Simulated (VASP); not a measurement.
# TiN (Fm-3m) in VASP: single point with PBE

Aim: the single point of TiN with PBE.

Everything below comes from runs of VASP 6.6.1. Logs are shortened: lines on timing, memory, paths and dates and some standing lists are left out, and cuts for length are marked.

## (1) The cell of the first run

Symmetry: Fm-3m, No. 225, cubic system. Conventional cell: a = 4.247 Å, b = 4.247 Å, c = 4.247 Å, α = 90.00°, β = 90.00°, γ = 90.00°. Within 2.8 Å of Ti (site symmetry m-3m) lie 6 N at 2.12 Å. N (site symmetry m-3m) has 6 Ti at 2.12 Å within 2.8 Å.

## (2) Single point, PBE

POSCAR

```
TiN
1.0
    0.0000000000      2.1233653582      2.1233653582
    2.1233653582      0.0000000000      2.1233653582
    2.1233653582      2.1233653582      0.0000000000
Ti N
1 1
Direct
    0.0000000000      0.0000000000      0.0000000000
    0.5000000000      0.5000000000      0.5000000000
```

INCAR.step1

```
PREC = Accurate
ENCUT = 520
EDIFF = 1E-7
ISMEAR = 0
SIGMA = 0.1
LREAL = False
LASPH = True
NELM = 60
ALGO = Normal
ISIF = 2
LWAVE = False
LCHARG = True
LMAXMIX = 4
GGA = PE
NBANDS = 16
```

KPOINTS.step1

```
regular mesh
0
Gamma
  18 18 18
```

INCAR.step2

```
PREC = Accurate
ENCUT = 520
EDIFF = 1E-7
ISMEAR = -5
SIGMA = 0.1
LREAL = False
LASPH = True
NELM = 60
ALGO = Normal
ISIF = 2
LWAVE = False
LCHARG = False
LMAXMIX = 4
GGA = PE
LORBIT = 11
NBANDS = 16
NEDOS = 1001
ICHARG = 11
```

KPOINTS.step2

```
regular mesh
0
Gamma
  27 27 27
```

Potentials or basis: VASP PAW PBE potentials, release 64 (Ti_sv, N).

On the command line:

```sh
cat potpaw_PBE.64/Ti_sv/POTCAR potpaw_PBE.64/N/POTCAR > POTCAR
cp INCAR.step1 INCAR
cp KPOINTS.step1 KPOINTS
mpirun -np 1 vasp_std > vasp.out
cp INCAR.step2 INCAR
cp KPOINTS.step2 KPOINTS
mpirun -np 1 vasp_std > vasp.out
```

OUTCAR:

```text
PREC = Accurate
   ENCUT = 520
   EDIFF = 1E-7
   ISMEAR = -5
   LREAL = False
   LASPH = True
   NELM = 60
   ISIF = 2
   GGA = PE
   LORBIT = 11
   ICHARG = 11

 ion  position               nearest neighbor table
   1  0.000  0.000  0.000-   2 2.12   2 2.12   2 2.12   2 2.12   2 2.12   2 2.12
   2  0.500  0.500  0.500-   1 2.12   1 2.12   1 2.12   1 2.12   1 2.12   1 2.12

  LATTYP: Found a face centered cubic cell.
 ALAT       =     4.2467307164

  Lattice vectors:

 A1 = (   0.0000000000,   2.1233653582,   2.1233653582)
 A2 = (   2.1233653582,   0.0000000000,   2.1233653582)
 A3 = (   2.1233653582,   2.1233653582,   0.0000000000)

Analysis of symmetry for initial positions (statically):
=====================================================================
 Subroutine PRICEL returns:
 Original cell was already a primitive cell.

 Routine SETGRP: Setting up the symmetry group for a
 face centered cubic supercell.

 Subroutine GETGRP returns: Found 48 space group operations
 (whereof 48 operations were pure point group operations)
 out of a pool of 48 trial point group operations.

The static configuration has the point symmetry O_h .

Analysis of symmetry for dynamics (positions and initial velocities):
=====================================================================
 Subroutine PRICEL returns:
 Original cell was already a primitive cell.

 Routine SETGRP: Setting up the symmetry group for a
 face centered cubic supercell.

 Subroutine GETGRP returns: Found 48 space group operations
 (whereof 48 operations were pure point group operations)
 out of a pool of 48 trial point group operations.

The dynamic configuration has the point symmetry O_h .

 Subroutine INISYM returns: Found 48 space group operations
 (whereof 48 operations are pure point group operations),
 and found     1 'primitive' translations

----------------------------------------------------------------------------------------

                                     Primitive cell

  volume of cell :      19.1472

  direct lattice vectors                    reciprocal lattice vectors
     0.000000000  2.123365358  2.123365358    -0.235475255  0.235475255  0.235475255
     2.123365358  0.000000000  2.123365358     0.235475255 -0.235475255  0.235475255
     2.123365358  2.123365358  0.000000000     0.235475255  0.235475255 -0.235475255

  length of vectors
     3.002892087  3.002892087  3.002892087     0.407855106  0.407855106  0.407855106

  position of ions in fractional coordinates (direct lattice)
     0.000000000  0.000000000  0.000000000
     0.500000000  0.500000000  0.500000000

  ion indices of the primitive-cell ions
   primitive index   ion index
                 1           1
                 2           2

----------------------------------------------------------------------------------------

 KPOINTS: regular mesh

Automatic generation of k-mesh.
 Grid dimensions read from file:
 generate k-points for:   27   27   27

 Generating k-lattice:

  Cartesian coordinates                     Fractional coordinates (reciprocal lattice)
    -0.008721306  0.008721306  0.008721306     0.037037037  0.000000000  0.000000000
     0.008721306 -0.008721306  0.008721306     0.000000000  0.037037037  0.000000000
     0.008721306  0.008721306 -0.008721306     0.000000000  0.000000000  0.037037037

  Length of vectors
     0.015105745  0.015105745  0.015105745

  Shift w.r.t. Gamma in fractional coordinates (k-lattice)
     0.000000000  0.000000000  0.000000000

 TETIRR: Found   2653 inequivalent tetrahedra from   118098

 Subroutine IBZKPT returns following result:
 ===========================================

 Found    560 irreducible k-points:

 Following reciprocal coordinates:
            Coordinates               Weight
  0.000000  0.000000  0.000000      1.000000
  0.037037  0.000000  0.000000      8.000000
  0.074074  0.000000  0.000000      8.000000
  0.111111  0.000000  0.000000      8.000000
  0.148148  0.000000  0.000000      8.000000
  0.185185  0.000000  0.000000      8.000000
[... 16 lines left out ...]
  0.333333  0.037037  0.000000     24.000000
  0.370370  0.037037  0.000000     24.000000
 [... further k-points ...]
   k-points           NKPTS =    560   k-points in BZ     NKDIM =    560   number of bands    NBANDS=     16
   number of dos      NEDOS =   1001   number of ions     NIONS =      2
   total plane-waves  NPLWV =  13824
   dimension x,y,z NGX =    24 NGY =   24 NGZ =   24
   dimension x,y,z NGXF=    48 NGYF=   48 NGZF=   48
   ions per type =               1   1
   NGX,Y,Z   is equivalent  to a cutoff of  13.29, 13.29, 13.29 a.u.
   NGXF,Y,Z  is equivalent  to a cutoff of  26.57, 26.57, 26.57 a.u.
 SYSTEM =  unknown system
   PREC   = accura    normal or accurate (medium, high low for compatibility)
   ISTART =      0    job   : 0-new  1-cont  2-samecut
   ICHARG =     11    charge: 1-file 2-atom 10-const
   ISPIN  =      1    spin polarized calculation?
   LNONCOLLINEAR =      F non collinear calculations
   LSORBIT =      F    spin-orbit coupling
   LASPH  =      T    aspherical Exc in radial PAW
   ENCUT  =  520.0 eV  38.22 Ry    6.18 a.u.   5.58  5.58  5.58*2*pi/ulx,y,z
   NELM   =     60;   NELMIN=  2; NELMDL=  0     # of ELM steps
   EDIFF  = 0.1E-06   stopping-criterion for ELM
   LREAL  =      F    real-space projection
   EDIFFG = 0.1E-05   stopping-criterion for IOM
   NSW    =      0    number of steps for IOM
   IBRION =     -1    ionic relax: 0-MD 1-quasi-New 2-CG
   NFREE  =      0    steps in history (QN), initial steepest desc. (CG)
   ISIF   =      2    stress and relaxation
   ISYM   =      2    0-nonsym 1-usesym 2-fastsym
   POTIM  = 0.5000    time-step for ionic-motion
   TEBEG  =    0.0;   TEEND  =   0.0 temperature during run
   PSTRESS=    0.0 pullay stress
   NELECT =      17.0000    total number of electrons
   NUPDOWN=      -1.0000    fix difference up-down
   EMIN   =  10.00;   EMAX   =-10.00  energy-range for DOS
   EFERMI =   0.00;   METHOD = LEGACY
   ISMEAR =    -5;   SIGMA  =   0.10  broadening in eV -4-tet -1-fermi 0-gaus
   EFERMI_NEDOS =   21; number of points for ismear=-14 and -15
   IALGO  =     38    algorithm
   IMIX   =      4    mixing-type and parameters
     AMIX     =   0.40;   BMIX     =  1.00
     AMIX_MAG =   1.60;   BMIX_MAG =  1.00
  volume/ion in A,a.u.               =       9.57        64.61
  Fermi-wavevector in a.u.,A,eV,Ry     =   1.573463  2.973413 33.685092  2.475784
  Thomas-Fermi vector in A             =   2.674743
   LORBIT       =     11    0 simple, 1 ext, 2 COOP (PROOUT), +10 PAW based schemes
   GGA     = PE    functional components
   LHFCALC =     F    Hartree Fock is set to
   AEXX    =    0.0000 exact exchange contribution
   IVDW    =     0    specifies the selected vdW correction
   LEPSILON=     F    determine dielectric tensor
   LRPA    =     F    only Hartree local field effects (RPA)
 non-spin polarized calculation
 Fermi weights with tetrahedron method with Bloechl corrections
  energy-cutoff  :      520.00
  volume of cell :       19.15
 maximum number of plane-waves:       534

 number of electron      17.0000002 magnetization

 Free energy of the ion-electron system (eV)
  ---------------------------------------------------
  ext. energy  EPLUGINS =         0.00000000
  ---------------------------------------------------
  free energy    TOTEN  =       -19.63697206 eV

  energy without entropy =      -19.63697206  energy(sigma->0) =      -19.63697206

 E-fermi :  11.4059     XC(G=0): -13.0004

 val. band max:       11.4599440174   @ k =   0.1852   0.0000   0.0000
 cond. band min:      11.3992470976   @ k =   0.4074   0.1481   0.0000
 fundamental gap:     -0.0606969199
 Fermi energy:        11.4059229207

 k-point     1 :       0.0000    0.0000    0.0000
  band No.  band energies     occupation
      1     -46.4756      2.00000
      2     -22.4576      2.00000
      3     -22.4576      2.00000
      4     -22.4576      2.00000
      5      -5.6801      2.00000
      6       9.3609      2.00000
[... 8 lines left out ...]
     15      24.5639      0.00000
     16      31.0954      0.00000

 k-point     2 :       0.0370    0.0000    0.0000
  band No.  band energies     occupation
      1     -46.4744      2.00000
      2     -22.4666      2.00000
      3     -22.4584      2.00000
      4     -22.4584      2.00000
      5      -5.6533      2.00000
      6       9.1873      2.00000
[... 8 lines left out ...]
     15      24.5862      0.00000
     16      31.0581      0.00000

 k-point     3 :       0.0741    0.0000    0.0000
  band No.  band energies     occupation
      1     -46.4706      2.00000
      2     -22.4931      2.00000
      3     -22.4606      2.00000
      4     -22.4606      2.00000
      5      -5.5740      2.00000
      6       8.7650      2.00000
[... 8 lines left out ...]
     15      24.6382      0.00000
     16      30.9502      0.00000

 k-point     4 :       0.1111    0.0000    0.0000
  band No.  band energies     occupation
      1     -46.4646      2.00000
      2     -22.5353      2.00000
      3     -22.4642      2.00000
      4     -22.4642      2.00000
      5      -5.4448      2.00000
      6       8.2174      2.00000
[... 8 lines left out ...]
     15      24.6788      0.00000
     16      30.7387      0.00000
[... 324 lines left out ...]
 k-point    22 :       0.2963    0.0370    0.0000
  band No.  band energies     occupation
      1     -46.4174      2.00000
      2     -22.8489      2.00000
      3     -22.4999      2.00000
      4     -22.4890      2.00000
      5      -4.3480      2.00000
      6       5.3048      2.00000
[... 8 lines left out ...]
     15      24.2026      0.00000
     16      28.1378      0.00000

 k-point    23 :       0.3333    0.0370    0.0000
  band No.  band energies     occupation
      1     -46.4069      2.00000
      2     -22.9166      2.00000
      3     -22.5054      2.00000
      4     -22.4958      2.00000
      5      -4.0721      2.00000
      6       4.7703      2.00000
[... 8 lines left out ...]
     15      24.2432      0.00000
     16      27.5466      0.00000

 k-point    24 :       0.3704    0.0370    0.0000
  band No.  band energies     occupation
      1     -46.3976      2.00000
      2     -22.9765      2.00000
      3     -22.5099      2.00000
      4     -22.5023      2.00000
      5      -3.8090      2.00000
      6       4.2952      2.00000
[... 8 lines left out ...]
     15      24.4093      0.00000
     16      27.0067      0.00000

 [... further k-points ...]

------------------------ aborting loop because EDIFF is reached ----------------------------------------

  FORCE on cell =-STRESS in cart. coord.  units (eV):
  Direction    XX          YY          ZZ          XY          YZ          ZX
  --------------------------------------------------------------------------------------
  -------------------------------------------------------------------------------------
  Total        0.0451252      0.0451252      0.0451252     -0.0000000      0.0000000      0.0000000
  in kB        3.7759407      3.7759407      3.7759407     -0.0000000      0.0000000      0.0000000
  external PRESSURE =       3.7759407 kB  Pullay stress =       0.0000000 kB

 VOLUME and BASIS-vectors are now :
 -----------------------------------------------------------------------------
  energy-cutoff  :      520.00
  volume of cell :       19.15
      direct lattice vectors                 reciprocal lattice vectors
     0.000000000  2.123365358  2.123365358    -0.235475255  0.235475255  0.235475255
     2.123365358  0.000000000  2.123365358     0.235475255 -0.235475255  0.235475255
     2.123365358  2.123365358  0.000000000     0.235475255  0.235475255 -0.235475255

 POSITION                                       TOTAL-FORCE (eV/Angst)
 -----------------------------------------------------------------------------------
      0.00000      0.00000      0.00000         0.000000      0.000000      0.000000
      2.12337      2.12337      2.12337        -0.000000     -0.000000     -0.000000
 -----------------------------------------------------------------------------------
    total drift:                                0.000000     -0.000000     -0.000000

  FREE ENERGIE OF THE ION-ELECTRON SYSTEM (eV)
  ---------------------------------------------------
  free  energy   TOTEN  =       -19.6369720592 eV

  energy  without entropy=      -19.6369720592  energy(sigma->0) =      -19.63697206

 total charge

# of ion       s       p       d       tot
------------------------------------------
    1        2.182   6.226   1.966  10.374
    2        1.246   2.506   0.000   3.752
--------------------------------------------------
tot          3.428   8.732   1.966  14.126
```

Wall time 3.7 min (1 thread of Intel Xeon 8259CL, shared host); peak memory 0.28 GiB.

Results:

```yaml
Valence_electrons_inside_the_program's_atomic_spheres: Ti 10.37; N 3.75
```

Caveat: tetrahedron occupations give inexact forces and stress in metals.
